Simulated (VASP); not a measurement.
# Si2W in VASP: a series of runs, part 2 of 2

VASP 6.6.1. The steps go on from the part before.

## Step 3: Single point, r2SCAN

This run uses another cell than the first one, of 23.36 Å³/atom, 0.803 times its volume.

POSCAR

```
Si2W
1.0
    3.2112931008      0.0000000000      0.0000000000
    0.0000000000      3.2112931008      0.0000000000
    0.0000000000      0.0000000000     20.3828727967
Si W
6 3
Direct
    0.0000000000      0.0000000000      0.2453039888
    0.0000000000      0.0000000000      0.3717953145
    0.5000000000      0.5000000000      0.4367543372
    0.5000000000      0.5000000000      0.5632456628
    0.0000000000      0.0000000000      0.6282046855
    0.0000000000      0.0000000000      0.7546960112
    0.5000000000      0.5000000000      0.3085496516
    0.0000000000      0.0000000000      0.5000000000
    0.5000000000      0.5000000000      0.6914503484
```

INCAR.step1

```
PREC = Accurate ; ENCUT = 520
ISMEAR = 0 ; SIGMA = 0.1
LREAL = False ; LASPH = True
NELM = 60 ; LDIPOL = True
IDIPOL = 3 ; DIPOL = 0.5 0.5 0.500
NBANDS = 43 ; GGA = PE
ALGO = Normal ; EDIFF = 1E-4
LWAVE = True ; LCHARG = False
```

INCAR.step2

```
PREC = Accurate ; ENCUT = 520
EDIFF = 1E-7 ; ISMEAR = 0
SIGMA = 0.1 ; LREAL = False
LASPH = True ; NELM = 60
ALGO = Normal ; ISIF = 2
LWAVE = False ; LCHARG = False
LDIPOL = True ; IDIPOL = 3
DIPOL = 0.5 0.5 0.500 ; METAGGA = R2SCAN
LMIXTAU = True ; NBANDS = 43
ISTART = 1
```

KPOINTS

```
regular mesh
0
Gamma
  11 11 1
```

Potentials or basis: VASP PAW PBE potentials, release 64 (Si, W_sv).

Run with:

```sh
cat potpaw_PBE.64/Si/POTCAR potpaw_PBE.64/W_sv/POTCAR > POTCAR
cp INCAR.step1 INCAR
mpirun -np 1 vasp_std > vasp.out
cp INCAR.step2 INCAR
mpirun -np 1 vasp_std > vasp.out
```

OUTCAR:

```text
PREC = Accurate
   ENCUT = 520
   EDIFF = 1E-7
   ISMEAR = 0
   LREAL = False
   LASPH = True
   NELM = 60
   ISIF = 2
   METAGGA = R2SCAN
   ISTART = 1

 ion  position               nearest neighbor table
   1  0.000  0.000  0.245-   2 2.58   7 2.61   7 2.61   7 2.61   7 2.61
   2  0.000  0.000  0.372-   1 2.58   7 2.61   7 2.61   7 2.61   7 2.61   8 2.61   3 2.63   3 2.63
                             3 2.63   3 2.63
   3  0.500  0.500  0.437-   4 2.58   8 2.61   8 2.61   8 2.61   8 2.61   7 2.61   2 2.63   2 2.63
                             2 2.63   2 2.63
   4  0.500  0.500  0.563-   3 2.58   8 2.61   8 2.61   8 2.61   8 2.61   9 2.61   5 2.63   5 2.63
                             5 2.63   5 2.63
   5  0.000  0.000  0.628-   6 2.58   9 2.61   9 2.61   9 2.61   9 2.61   8 2.61   4 2.63   4 2.63
                             4 2.63   4 2.63
   6  0.000  0.000  0.755-   5 2.58   9 2.61   9 2.61   9 2.61   9 2.61
   7  0.500  0.500  0.309-   1 2.61   1 2.61   1 2.61   1 2.61   2 2.61   2 2.61   2 2.61   2 2.61
                             3 2.61
   8  0.000  0.000  0.500-   3 2.61   4 2.61   3 2.61   4 2.61   3 2.61   4 2.61   3 2.61   4 2.61
                             2 2.61   5 2.61
   9  0.500  0.500  0.691-   6 2.61   6 2.61   6 2.61   6 2.61   5 2.61   5 2.61   5 2.61   5 2.61
                             4 2.61

  LATTYP: Found a simple tetragonal cell.
 ALAT       =     3.2112931008
 C/A-ratio  =     6.3472477151

  Lattice vectors:

 A1 = (   3.2112931008,   0.0000000000,   0.0000000000)
 A2 = (   0.0000000000,   3.2112931008,   0.0000000000)
 A3 = (   0.0000000000,   0.0000000000,  20.3828727967)

Analysis of symmetry for initial positions (statically):
=====================================================================
 Subroutine PRICEL returns:
 Original cell was already a primitive cell.

 Routine SETGRP: Setting up the symmetry group for a
 simple tetragonal supercell.

 Subroutine GETGRP returns: Found 16 space group operations
 (whereof 16 operations were pure point group operations)
 out of a pool of 16 trial point group operations.

The static configuration has the point symmetry D_4h.

[... 157 lines left out ...]
 maximum number of plane-waves:      5709
 NGX is ok and might be reduce to    24
   NGX = 11   NGY = 11   NGZ = 75

 number of electron      65.9999993 magnetization

 dipolmoment           0.000000      0.000000     -0.000000 electrons x Angstroem

 Free energy of the ion-electron system (eV)
  ---------------------------------------------------
  ext. energy  EPLUGINS =         0.00000000
  ---------------------------------------------------
  free energy    TOTEN  =      -205.96445057 eV

  energy without entropy =     -205.95057389  energy(sigma->0) =     -205.95751223

 E-fermi :   4.8695     XC(G=0):  -8.7096

 val. band max:        4.8586595941   @ k =   0.3636   0.0000   0.0000
 cond. band min:       4.8780840440   @ k =   0.4545   0.0909   0.0000
 fundamental gap:      0.0194244499
 Fermi energy:         4.8695048953

 k-point     1 :       0.0000    0.0000    0.0000
  band No.  band energies     occupation
      1     -70.7532      2.00000
      2     -70.7532      2.00000
      3     -70.6783      2.00000
      4     -34.3938      2.00000
      5     -34.3932      2.00000
      6     -34.3260      2.00000
[... 955 lines left out ...]
     42       8.7958      0.00000
     43       9.0328      0.00000

------------------------ aborting loop because EDIFF is reached ----------------------------------------

 vacuum level on the upper side and lower side of the slab       (xc-potential included)        -0.207        -0.207

  FORCE on cell =-STRESS in cart. coord.  units (eV):
  Direction    XX          YY          ZZ          XY          YZ          ZX
  --------------------------------------------------------------------------------------
  -------------------------------------------------------------------------------------
  Total       -1.6656088     -1.6656088     -3.1761875      0.0000000      0.0000000      0.0000000
  in kB      -12.6957484    -12.6957484    -24.2098122      0.0000000      0.0000000      0.0000000
  external PRESSURE =     -16.5337697 kB  Pullay stress =       0.0000000 kB

 VOLUME and BASIS-vectors are now :
 -----------------------------------------------------------------------------
  energy-cutoff  :      520.00
  volume of cell :      210.20
      direct lattice vectors                 reciprocal lattice vectors
     3.211293101  0.000000000  0.000000000     0.311401036  0.000000000  0.000000000
     0.000000000  3.211293101  0.000000000     0.000000000  0.311401036  0.000000000
     0.000000000  0.000000000 20.382872797     0.000000000  0.000000000  0.049060798

 POSITION                                       TOTAL-FORCE (eV/Angst)
 -----------------------------------------------------------------------------------
      0.00000      0.00000      5.00000        -0.000000     -0.000000      0.405334
      0.00000      0.00000      7.57826        -0.000000      0.000000     -0.310377
      1.60565      1.60565      8.90231        -0.000000     -0.000000     -0.446357
      1.60565      1.60565     11.48056        -0.000000     -0.000000      0.446357
      0.00000      0.00000     12.80462        -0.000000     -0.000000      0.310377
      0.00000      0.00000     15.38287        -0.000000     -0.000000     -0.405334
      1.60565      1.60565      6.28913         0.000000      0.000000      0.217638
      0.00000      0.00000     10.19144        -0.000000     -0.000000     -0.000000
      1.60565      1.60565     14.09374        -0.000000      0.000000     -0.217638
 -----------------------------------------------------------------------------------
    total drift:                                0.000000     -0.000000     -0.000000

  FREE ENERGIE OF THE ION-ELECTRON SYSTEM (eV)
  ---------------------------------------------------
  free  energy   TOTEN  =      -205.9644505740 eV

  energy  without entropy=     -205.9505738859  energy(sigma->0) =     -205.95751223

 vacuum level on the upper side and lower side of the slab         9.466         9.466
```

It took 16 min on 1 thread of Oxide Virtual Turin-like, shared host; peak memory 0.37 GiB.

What came out:

* Free energy: -205.9645 eV
* Largest force: 0.446 eV/Å
* Band gap on the k mesh: zero (band 33 reaches 5.68 eV, above the bottom of band 34 at 4.76 eV)

Forces on the atoms (eV/Å):
```
Si   0.000  0.000  0.405
Si   0.000  0.000 -0.310
Si   0.000  0.000 -0.446
Si   0.000  0.000  0.446
Si   0.000  0.000  0.310
Si   0.000  0.000 -0.405
W    0.000  0.000  0.218
W    0.000  0.000  0.000
W    0.000  0.000 -0.218
```

Caveat: the PAW data sets were made with another functional, which shifts forces and pressure a little; spin-orbit coupling is left out, which moves the levels of the heavy elements.

## Step 4: Single point, r2SCAN

POSCAR

```
Si2W
1.0
    3.2112931008      0.0000000000      0.0000000000
    0.0000000000      3.2112931008      0.0000000000
    0.0000000000      0.0000000000     25.3828727967
Si W
6 3
Direct
    0.0000000000      0.0000000000      0.2954748290
    0.0000000000      0.0000000000      0.3970494862
    0.5000000000      0.5000000000      0.4492126714
    0.5000000000      0.5000000000      0.5507873286
    0.0000000000      0.0000000000      0.6029505138
    0.0000000000      0.0000000000      0.7045251710
    0.5000000000      0.5000000000      0.3462621576
    0.0000000000      0.0000000000      0.5000000000
    0.5000000000      0.5000000000      0.6537378424
```

INCAR.step1

```
ALGO = Normal
DIPOL = 0.5 0.5 0.500
EDIFF = 1E-4
ENCUT = 520
GGA = PE
IDIPOL = 3
ISMEAR = 0
LASPH = True
LCHARG = False
LDIPOL = True
LREAL = False
LWAVE = True
NBANDS = 43
NELM = 60
PREC = Accurate
SIGMA = 0.1
```

INCAR.step2

```
ALGO = Normal
DIPOL = 0.5 0.5 0.500
EDIFF = 1E-6
ENCUT = 520
IDIPOL = 3
ISIF = 2
ISMEAR = 0
ISTART = 1
LASPH = True
LCHARG = False
LDIPOL = True
LMIXTAU = True
LREAL = False
LWAVE = False
METAGGA = R2SCAN
NBANDS = 43
NELM = 60
PREC = Accurate
SIGMA = 0.1
```

KPOINTS

```
k-points
0
Gamma
  11 11 1
```

Potentials or basis: VASP PAW PBE potentials, release 64 (Si, W_sv).

Run with:

```sh
cat potpaw_PBE.64/Si/POTCAR potpaw_PBE.64/W_sv/POTCAR > POTCAR
cp INCAR.step1 INCAR
mpirun -np 1 vasp_std > vasp.out
cp INCAR.step2 INCAR
mpirun -np 1 vasp_std > vasp.out
```

OUTCAR:

```text
EDIFF = 1E-6
   ENCUT = 520
   ISIF = 2
   ISMEAR = 0
   ISTART = 1
   LASPH = True
   LREAL = False
   METAGGA = R2SCAN
   NELM = 60
   PREC = Accurate

 ion  position               nearest neighbor table
   1  0.000  0.000  0.295-   2 2.58   7 2.61   7 2.61   7 2.61   7 2.61
   2  0.000  0.000  0.397-   1 2.58   7 2.61   7 2.61   7 2.61   7 2.61   8 2.61   3 2.63   3 2.63
                             3 2.63   3 2.63
   3  0.500  0.500  0.449-   4 2.58   8 2.61   8 2.61   8 2.61   8 2.61   7 2.61   2 2.63   2 2.63
                             2 2.63   2 2.63
   4  0.500  0.500  0.551-   3 2.58   8 2.61   8 2.61   8 2.61   8 2.61   9 2.61   5 2.63   5 2.63
                             5 2.63   5 2.63
   5  0.000  0.000  0.603-   6 2.58   9 2.61   9 2.61   9 2.61   9 2.61   8 2.61   4 2.63   4 2.63
[... 1193 lines left out ...]
  energy-cutoff  :      520.00
  volume of cell :      261.76
      direct lattice vectors                 reciprocal lattice vectors
     3.211293101  0.000000000  0.000000000     0.311401036  0.000000000  0.000000000
     0.000000000  3.211293101  0.000000000     0.000000000  0.311401036  0.000000000
     0.000000000  0.000000000 25.382872797     0.000000000  0.000000000  0.039396644

 POSITION                                       TOTAL-FORCE (eV/Angst)
 -----------------------------------------------------------------------------------
      0.00000      0.00000      7.50000        -0.000000      0.000000      0.405232
      0.00000      0.00000     10.07826         0.000000     -0.000000     -0.310251
      1.60565      1.60565     11.40231         0.000000      0.000000     -0.446300
      1.60565      1.60565     13.98056         0.000000     -0.000000      0.446300
      0.00000      0.00000     15.30462         0.000000      0.000000      0.310251
      0.00000      0.00000     17.88287         0.000000     -0.000000     -0.405232
      1.60565      1.60565      8.78913         0.000000     -0.000000      0.217616
      0.00000      0.00000     12.69144         0.000000      0.000000      0.000000
      1.60565      1.60565     16.59374        -0.000000      0.000000     -0.217616
 -----------------------------------------------------------------------------------
    total drift:                                0.000000     -0.000000      0.000000

  FREE ENERGIE OF THE ION-ELECTRON SYSTEM (eV)
  ---------------------------------------------------
  free  energy   TOTEN  =      -205.9623563093 eV

  energy  without entropy=     -205.9484820793  energy(sigma->0) =     -205.95541919

 vacuum level on the upper side and lower side of the slab         7.646         7.646
```

It took 25 min on 1 thread of Oxide Virtual Turin-like, shared host; peak memory 0.44 GiB.

What came out:

- Free energy: -205.9624 eV
- Largest force: 0.446 eV/Å
- Band gap on the k mesh: zero (band 33 reaches 3.81 eV, above the bottom of band 34 at 2.88 eV)

Forces on the atoms (eV/Å):
```
Si   0.000  0.000  0.405
Si   0.000  0.000 -0.310
Si   0.000  0.000 -0.446
Si   0.000  0.000  0.446
Si   0.000  0.000  0.310
Si   0.000  0.000 -0.405
W    0.000  0.000  0.218
W    0.000  0.000  0.000
W    0.000  0.000 -0.218
```

Caveat: the PAW data sets were made with another functional, which shifts forces and pressure a little; spin-orbit coupling is left out, which moves the levels of the heavy elements.

## Step 5: Summary

| level | cell | gap on the mesh (eV) | largest force (eV/Å) |
| --- | --- | --- | --- |
| PBE | a = 3.211, b = 3.211, c = 25.383 Å, 9 atoms | none | 0.52 |
| r2SCAN | a = 3.211, b = 3.211, c = 20.383 Å, 9 atoms | none | 0.45 |
| r2SCAN | a = 3.211, b = 3.211, c = 25.383 Å, 9 atoms | none | 0.45 |

Alike in all rows: task single point; potentials or basis VASP PAW PBE potentials, release 64 (Si, W_sv); no spin polarisation; k mesh 11 × 11 × 1; cutoff (eV) 520; smearing gaussian 0.1 eV.

Caveats: spin-orbit coupling is left out, which moves the levels of the heavy elements; the PAW data sets were made with another functional, which shifts forces and pressure a little (some runs).

Absolute energies hang on the potentials; compare differences alone.
